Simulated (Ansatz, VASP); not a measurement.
**One calculation of BiSbTe2S, two programs**

```
CELL_PARAMETERS angstrom
4.36689 0.00000 0.00000
0.00000 4.36689 0.00000
0.00000 0.00000 10.90058
ATOMIC_POSITIONS crystal
Sb 0.00000 0.00000 0.50000
Bi 0.50000 0.50000 0.50000
Te 0.50000 0.50000 0.21935
Te 0.50000 0.50000 0.78065
S 0.50000 0.50000 0.00000
```

Alike in both runs: functional PBE; k mesh 4 × 4 × 2; occupations gaussian, width 0.1 eV; no spin polarisation.

Ansatz relaxed the structure, and its values are those at the end. VASP's run is a single point on that final structure, the one shown.

```csv
,VASP,Ansatz
version,VASP 6.6.1,Ansatz 0.2.0
potentials or method,"VASP PAW PBE potentials, release 64 (Sb, Bi_d, Te, S), cutoff 520 eV","scalar-relativistic, plane waves, PAW"
valence electrons in the cell,38,68
```

|  | VASP | Ansatz | Ansatz less VASP |
| --- | --- | --- | --- |
| gap on the k mesh at the Fermi level (eV) | none | none | - |
| pressure (GPa) | 0.0 | 0.1 | +0.07 |
| rms of the force components (eV/Å) | 0.018 | 0.013 | -0.0046 |

A gap of «none» marks a metal or a gap that the smearing closes. With one functional, cell and mesh, what is left measures potentials, basis and numerics. VASP's potentials hold 38 valence electrons a cell and Ansatz's 68, so a difference there can come from the potentials and not from the codes.

Neither program's run includes spin-orbit coupling.
